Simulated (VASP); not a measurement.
# InAs (I4/mmm) in VASP: further runs

InAs is run at these levels: PBEsol; tasks: single point.

Everything below comes from runs of VASP 6.6.1. Logs are shortened: lines on timing, memory, paths and dates and some standing lists are left out, and cuts for length are marked.

### Step 1. The cell of the first run

The structure is tetragonal, space group I4/mmm (No. 139). The conventional cell has a = 4.317 Å, b = 4.317 Å, c = 5.201 Å, α = 90.00°, β = 90.00°, γ = 90.00°. In (site symmetry 4/mmm) has 6 As at 2.60 to 3.05 Å within 3.4 Å. As (site symmetry 4/mmm) has 6 In at 2.60 to 3.05 Å within 3.4 Å.

### Step 2. Single point, PBEsol (strain +0.080 along x and y, -0.080 along z)

INCAR reads:

```
SYSTEM = InAs
PREC = Accurate
ENCUT = 520
EDIFF = 1E-6
ISMEAR = 0
SIGMA = 0.15
LREAL = .FALSE.
LASPH = .TRUE.
NELM = 60
ALGO = Normal
ISIF = 2
LWAVE = .FALSE.
LCHARG = .FALSE.
GGA = PS
NBANDS = 16
```

KPOINTS reads:

```
regular mesh
0
G
  18 18 18
  0 0 0
```

POSCAR reads:

```
InAs
1.0
    0.0000000000      3.0525811656      2.6003469188
    3.0525811656      0.0000000000      2.6003469188
    3.0525811656      3.0525811656      0.0000000000
In As
1 1
Direct
    0.5000000000      0.5000000000      0.5000000000
    0.0000000000      0.0000000000      0.0000000000
```

Potentials or basis: VASP PAW PBE potentials, release 64 (In_d, As).

Started as:

```console
$ cat potpaw_PBE.64/In_d/POTCAR potpaw_PBE.64/As/POTCAR > POTCAR
$ mpirun -np 1 vasp_std > vasp.out
```

OUTCAR:

```text
SYSTEM = InAs
   PREC = Accurate
   ENCUT = 520
   EDIFF = 1E-6
   ISMEAR = 0
   LREAL = .FALSE.
   LASPH = .TRUE.
   NELM = 60
   ISIF = 2
   GGA = PS

 ion  position               nearest neighbor table
   1  0.500  0.500  0.500-   2 2.60   2 2.60   2 3.05   2 3.05   2 3.05   2 3.05
   2  0.000  0.000  0.000-   1 2.60   1 2.60   1 3.05   1 3.05   1 3.05   1 3.05

  LATTYP: Found a body centered tetragonal cell.
 ALAT       =     4.3170016846
 C/A-ratio  =     1.2047004420

  Lattice vectors:

 A1 = (   0.0000000000,  -3.0525811656,  -2.6003469188)
 A2 = (   0.0000000000,   3.0525811656,  -2.6003469188)
 A3 = (   3.0525811656,   0.0000000000,   2.6003469188)

Analysis of symmetry for initial positions (statically):
=====================================================================
 Subroutine PRICEL returns:
 Original cell was already a primitive cell.

 Routine SETGRP: Setting up the symmetry group for a
 body centered tetragonal supercell.

 Subroutine GETGRP returns: Found 16 space group operations
 (whereof 16 operations were pure point group operations)
 out of a pool of 16 trial point group operations.

The static configuration has the point symmetry D_4h.

Analysis of symmetry for dynamics (positions and initial velocities):
=====================================================================
 Subroutine PRICEL returns:
 Original cell was already a primitive cell.

 Routine SETGRP: Setting up the symmetry group for a
 body centered tetragonal supercell.

 Subroutine GETGRP returns: Found 16 space group operations
 (whereof 16 operations were pure point group operations)
 out of a pool of 16 trial point group operations.

The dynamic configuration has the point symmetry D_4h.

 Subroutine INISYM returns: Found 16 space group operations
 (whereof 16 operations are pure point group operations),
 and found     1 'primitive' translations

----------------------------------------------------------------------------------------

                                     Primitive cell

  volume of cell :      48.4614

  direct lattice vectors                    reciprocal lattice vectors
     0.000000000  3.052581166  2.600346919    -0.163795808  0.163795808  0.192282036
     3.052581166  0.000000000  2.600346919     0.163795808 -0.163795808  0.192282036
     3.052581166  3.052581166  0.000000000     0.163795808  0.163795808 -0.192282036

  length of vectors
     4.009994498  4.009994498  4.317001685     0.301049024  0.301049024  0.301049024

  position of ions in fractional coordinates (direct lattice)
     0.500000000  0.500000000  0.500000000
     0.000000000  0.000000000  0.000000000

  ion indices of the primitive-cell ions
   primitive index   ion index
                 1           1
                 2           2

----------------------------------------------------------------------------------------

 KPOINTS: regular mesh

Automatic generation of k-mesh.
 Grid dimensions read from file:
 generate k-points for:   18   18   18

 Generating k-lattice:

  Cartesian coordinates                     Fractional coordinates (reciprocal lattice)
    -0.009099767  0.009099767  0.010682335     0.055555556  0.000000000  0.000000000
     0.009099767 -0.009099767  0.010682335     0.000000000  0.055555556  0.000000000
     0.009099767  0.009099767 -0.010682335    -0.000000000 -0.000000000  0.055555556

  Length of vectors
     0.016724946  0.016724946  0.016724946

  Shift w.r.t. Gamma in fractional coordinates (k-lattice)
     0.000000000  0.000000000  0.000000000

 Subroutine IBZKPT returns following result:
 ===========================================

 Found    480 irreducible k-points:

 Following reciprocal coordinates:
            Coordinates               Weight
  0.000000  0.000000  0.000000      1.000000
  0.055556 -0.000000  0.000000      8.000000
  0.111111 -0.000000  0.000000      8.000000
  0.166667 -0.000000  0.000000      8.000000
  0.222222 -0.000000  0.000000      8.000000
  0.277778  0.000000  0.000000      8.000000
[... 16 lines left out ...]
 -0.277778  0.055556  0.000000      8.000000
 -0.222222  0.055556  0.000000      8.000000
 [... further k-points ...]
   k-points           NKPTS =    480   k-points in BZ     NKDIM =    480   number of bands    NBANDS=     16
   number of dos      NEDOS =    301   number of ions     NIONS =      2
   total plane-waves  NPLWV =  28800
   dimension x,y,z NGX =    30 NGY =   30 NGZ =   32
   dimension x,y,z NGXF=    60 NGYF=   60 NGZF=   64
   ions per type =               1   1
   NGX,Y,Z   is equivalent  to a cutoff of  12.44, 12.44, 12.32 a.u.
   NGXF,Y,Z  is equivalent  to a cutoff of  24.87, 24.87, 24.65 a.u.
 SYSTEM =  InAs
   PREC   = accura    normal or accurate (medium, high low for compatibility)
   ISTART =      0    job   : 0-new  1-cont  2-samecut
   ICHARG =      2    charge: 1-file 2-atom 10-const
   ISPIN  =      1    spin polarized calculation?
   LNONCOLLINEAR =      F non collinear calculations
   LSORBIT =      F    spin-orbit coupling
   LASPH  =      T    aspherical Exc in radial PAW
   ENCUT  =  520.0 eV  38.22 Ry    6.18 a.u.   7.46  7.46  8.03*2*pi/ulx,y,z
   NELM   =     60;   NELMIN=  2; NELMDL= -5     # of ELM steps
   EDIFF  = 0.1E-05   stopping-criterion for ELM
   LREAL  =      F    real-space projection
   EDIFFG = 0.1E-04   stopping-criterion for IOM
   NSW    =      0    number of steps for IOM
   IBRION =     -1    ionic relax: 0-MD 1-quasi-New 2-CG
   NFREE  =      0    steps in history (QN), initial steepest desc. (CG)
   ISIF   =      2    stress and relaxation
   ISYM   =      2    0-nonsym 1-usesym 2-fastsym
   POTIM  = 0.5000    time-step for ionic-motion
   TEBEG  =    0.0;   TEEND  =   0.0 temperature during run
   PSTRESS=    0.0 pullay stress
   NELECT =      18.0000    total number of electrons
   NUPDOWN=      -1.0000    fix difference up-down
   EMIN   =  10.00;   EMAX   =-10.00  energy-range for DOS
   EFERMI =   0.00;   METHOD = LEGACY
   ISMEAR =     0;   SIGMA  =   0.15  broadening in eV -4-tet -1-fermi 0-gaus
   EFERMI_NEDOS =   21; number of points for ismear=-14 and -15
   IALGO  =     38    algorithm
   IMIX   =      4    mixing-type and parameters
     AMIX     =   0.40;   BMIX     =  1.00
     AMIX_MAG =   1.60;   BMIX_MAG =  1.00
  volume/ion in A,a.u.               =      24.23       163.52
  Fermi-wavevector in a.u.,A,eV,Ry     =   1.176794  2.223818 18.841946  1.384844
  Thomas-Fermi vector in A             =   2.313152
   LORBIT       =      0    0 simple, 1 ext, 2 COOP (PROOUT), +10 PAW based schemes
   GGA     = PS    functional components
   LHFCALC =     F    Hartree Fock is set to
   AEXX    =    0.0000 exact exchange contribution
   IVDW    =     0    specifies the selected vdW correction
   LEPSILON=     F    determine dielectric tensor
   LRPA    =     F    only Hartree local field effects (RPA)
 non-spin polarized calculation
 Gauss-broadening in eV      SIGMA  =   0.15
  energy-cutoff  :      520.00
  volume of cell :       48.46
 maximum number of plane-waves:      1330
 NGX is ok and might be reduce to    30
   NGX = 15   NGY = 15   NGZ = 17

 number of electron      17.9999995 magnetization

 Free energy of the ion-electron system (eV)
  ---------------------------------------------------
  ext. energy  EPLUGINS =         0.00000000
  ---------------------------------------------------
  free energy    TOTEN  =        -7.90943612 eV

  energy without entropy =       -7.89493061  energy(sigma->0) =       -7.90218337

 E-fermi :   5.5941     XC(G=0): -10.1438

 val. band max:        5.5900407964   @ k =  -0.2222   0.1111   0.0556
 cond. band min:       5.5998400918   @ k =   0.3889   0.1111   0.0556
 fundamental gap:      0.0097992954
 Fermi energy:         5.5941486692

 k-point     1 :       0.0000    0.0000    0.0000
  band No.  band energies     occupation
      1      -8.8913      2.00000
      2      -8.7249      2.00000
      3      -8.7249      2.00000
      4      -8.7005      2.00000
      5      -8.6537      2.00000
      6      -6.4009      2.00000
[... 8 lines left out ...]
     15      13.5484      0.00000
     16      14.3079      0.00000

 k-point     2 :       0.0556   -0.0000    0.0000
  band No.  band energies     occupation
      1      -8.8901      2.00000
      2      -8.7241      2.00000
      3      -8.7238      2.00000
      4      -8.7003      2.00000
      5      -8.6537      2.00000
      6      -6.3718      2.00000
[... 8 lines left out ...]
     15      13.4285      0.00000
     16      14.5853      0.00000

 k-point     3 :       0.1111   -0.0000    0.0000
  band No.  band energies     occupation
      1      -8.8872      2.00000
      2      -8.7222      2.00000
      3      -8.7221      2.00000
      4      -8.6981      2.00000
      5      -8.6536      2.00000
      6      -6.2845      2.00000
[... 8 lines left out ...]
     15      13.3938      0.00000
     16      15.2328      0.00000

 k-point     4 :       0.1667   -0.0000    0.0000
  band No.  band energies     occupation
      1      -8.8833      2.00000
      2      -8.7235      2.00000
      3      -8.7192      2.00000
      4      -8.6911      2.00000
      5      -8.6532      2.00000
      6      -6.1405      2.00000
[... 8 lines left out ...]
     15      13.5707      0.00000
     16      14.7918      0.00000
[... 324 lines left out ...]
 k-point    22 :      -0.3333    0.0556    0.0000
  band No.  band energies     occupation
      1      -8.8994      2.00000
      2      -8.7379      2.00000
      3      -8.7118      2.00000
      4      -8.6547      2.00000
      5      -8.6461      2.00000
      6      -5.3239      2.00000
[... 8 lines left out ...]
     15      15.4005      0.00000
     16      15.9159      0.00000

 k-point    23 :      -0.2778    0.0556    0.0000
  band No.  band energies     occupation
      1      -8.9020      2.00000
      2      -8.7322      2.00000
      3      -8.7134      2.00000
      4      -8.6682      2.00000
      5      -8.6476      2.00000
      6      -5.5903      2.00000
[... 8 lines left out ...]
     15      14.5628      0.00000
     16      15.4410      0.00000

 k-point    24 :      -0.2222    0.0556    0.0000
  band No.  band energies     occupation
      1      -8.9034      2.00000
      2      -8.7262      2.00000
      3      -8.7159      2.00000
      4      -8.6822      2.00000
      5      -8.6490      2.00000
      6      -5.8387      2.00000
[... 8 lines left out ...]
     15      14.6266      0.00000
     16      15.3391      0.00000

 [... further k-points ...]
[... 5 lines left out ...]
  --------------------------------------------------------------------------------------
  -------------------------------------------------------------------------------------
  Total       -2.0570085     -2.0570085      3.4884745      0.0000000     -0.0000000     -0.0000000
  in kB      -68.0065808    -68.0065808    115.3321538      0.0000000     -0.0000000     -0.0000000
  external PRESSURE =      -6.8936693 kB  Pullay stress =       0.0000000 kB

 VOLUME and BASIS-vectors are now :
 -----------------------------------------------------------------------------
  energy-cutoff  :      520.00
  volume of cell :       48.46
      direct lattice vectors                 reciprocal lattice vectors
     0.000000000  3.052581166  2.600346919    -0.163795808  0.163795808  0.192282036
     3.052581166  0.000000000  2.600346919     0.163795808 -0.163795808  0.192282036
     3.052581166  3.052581166  0.000000000     0.163795808  0.163795808 -0.192282036

 POSITION                                       TOTAL-FORCE (eV/Angst)
 -----------------------------------------------------------------------------------
      3.05258      3.05258      2.60035         0.000000      0.000000      0.000000
      0.00000      0.00000      0.00000         0.000000      0.000000      0.000000
 -----------------------------------------------------------------------------------
    total drift:                                0.000000      0.000000      0.000000

  FREE ENERGIE OF THE ION-ELECTRON SYSTEM (eV)
  ---------------------------------------------------
  free  energy   TOTEN  =        -7.9094361220 eV

  energy  without entropy=       -7.8949306136  energy(sigma->0) =       -7.90218337
```

Run time: 4.3 min. Hardware: 1 thread of Intel Xeon Platinum 8124M at 3.00GHz (Skylake/Cascade Lake), shared host; peak memory 0.49 GiB.

Results:

* Free energy: -7.9094 eV
* Pressure: -0.7 GPa
* Band gap on the k mesh: zero (band 9 reaches 5.95 eV, above the bottom of band 10 at 2.94 eV)

Stress tensor (GPa, compression positive):
```
-6.80  0.00  0.00
 0.00 -6.80  0.00
 0.00  0.00 11.53
```

Caveat: the cell differs from its parent crystal (strain +0.080 along x and y, -0.080 along z); the PAW data sets were made with another functional, which shifts forces and pressure a little; spin-orbit coupling is left out, which moves the levels of the heavy elements.

### Step 3. Single point, PBEsol (strain +0.000 along x and y, +0.080 along z)

INCAR reads:

```
PREC = Accurate
ENCUT = 520
EDIFF = 1E-6
ISMEAR = 0
SIGMA = 0.15
LREAL = False
LASPH = True
NELM = 100
ALGO = Normal
ISIF = 2
LWAVE = False
LCHARG = True
GGA = PS
LELF = True
LVHAR = True
NBANDS = 16
```

KPOINTS reads:

```
Automatic mesh
0
Gamma
  18 18 18
```

POSCAR reads:

```
InAs
1.0
    0.0000000000      2.8264640422      3.0525811656
    2.8264640422      0.0000000000      3.0525811656
    2.8264640422      2.8264640422      0.0000000000
In As
1 1
Direct
    0.5000000000      0.5000000000      0.5000000000
    0.0000000000      0.0000000000      0.0000000000
```

Potentials or basis: VASP PAW PBE potentials, release 64 (In_d, As).

Started as:

```console
$ cat potpaw_PBE.64/In_d/POTCAR potpaw_PBE.64/As/POTCAR > POTCAR
$ mpirun -np 1 vasp_std > vasp.out
```

Wall time 4.4 min (1 thread of Intel Xeon Platinum 8124M at 3.00GHz (Skylake/Cascade Lake), shared host); peak memory 0.5 GiB.

It converged, with:

```
Free energy            : -8.1260 eV
Pressure               : -3.8 GPa
Band gap on the k mesh : zero (band 9 reaches 6.00 eV, above the bottom of band 10 at 3.54 eV)
```

Stress tensor (GPa, compression positive):
```
-2.14  0.00  0.00
 0.00 -2.14  0.00
 0.00  0.00 -7.03
```

Levels at points of the mesh, in eV from the Fermi level:
| k point | band 6 | band 7 | band 8 | band 9 | band 10 | band 11 | band 12 | band 13 |
| --- | --- | --- | --- | --- | --- | --- | --- | --- |
| (0.00, 0.00, 0.00) | -11.97 | -0.82 | -0.42 | -0.42 | 0.25 | 6.01 | 6.81 | 7.33 |
| (0.50, 0.00, 0.00) | -10.38 | -6.45 | -0.02 | 0.37 | 1.89 | 3.13 | 3.52 | 4.34 |
| (0.50, 0.50, 0.00) | -9.92 | -4.56 | -2.55 | -1.98 | -1.98 | 4.08 | 9.20 | 9.25 |
| (0.50, 0.00, 0.50) | -9.35 | -4.62 | -3.15 | -2.69 | -1.82 | 3.76 | 7.76 | 9.92 |

Caveat: the cell differs from its parent crystal (strain +0.000 along x and y, +0.080 along z); the PAW data sets were made with another functional, which shifts forces and pressure a little; spin-orbit coupling is left out, which moves the levels of the heavy elements.
